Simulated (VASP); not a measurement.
Wanted: the native input for a VASP 6.6.1 run.

- Task: single point
- Functional: LDA
- Potentials or basis: VASP PAW LDA potentials, release 64 (Ti_sv, O)
- Cutoff: 600 eV
- k mesh: 6 × 6 × 6
- Occupations: gaussian, width 0.05 eV
- Spin: no spin polarisation
- Dipole correction: no
- Further INCAR settings: ALGO = Normal; EDIFF = 1e-06; NBANDS = 33

The structure of TiO2 lies in POSCAR:

```
TiO2
1.0
    2.6439701383     -2.6439844163     -0.0194578682
    2.6439701383      2.6439844163     -0.0194578682
   -2.6076204707      0.0000000000      4.7475905808
Ti O
2 4
Direct
    0.1250700521      0.8749458514      0.2499977754
    0.8749223958      0.1250461895      0.7499972681
    0.3329288778      0.0830758197      0.6659286353
    0.6670759478      0.9169330945      0.3340744137
    0.9169546957      0.6670773299      0.8340768526
    0.0830480309      0.3329217150      0.1659250547
```

These files were run (other wordings do the same):

INCAR

```
ALGO = Normal
EDIFF = 1E-6
ENCUT = 600
GGA = CA
GGA_COMPAT = False
ISIF = 2
ISMEAR = 0
LASPH = True
LCHARG = False
LREAL = False
LWAVE = False
NBANDS = 33
NELM = 120
PREC = Accurate
SIGMA = 0.05
```

KPOINTS

```
k-points
0
Gamma
  6 6 6
```

Potentials or basis: VASP PAW LDA potentials, release 64 (Ti_sv, O).

Run with:

```console
$ cat potpaw_LDA.64/Ti_sv/POTCAR potpaw_LDA.64/O/POTCAR > POTCAR
$ mpirun -np 1 vasp_std > vasp.out
```

It gave:

The pressure is 1.0 GPa. The largest force is 0.032 eV/Å and the band gap on the k mesh is 2.11 eV (least direct gap 2.43 eV).

Wall time 9.4 min on 1 thread of Intel Xeon 8259CL (shared host), peak memory 0.34 GiB.
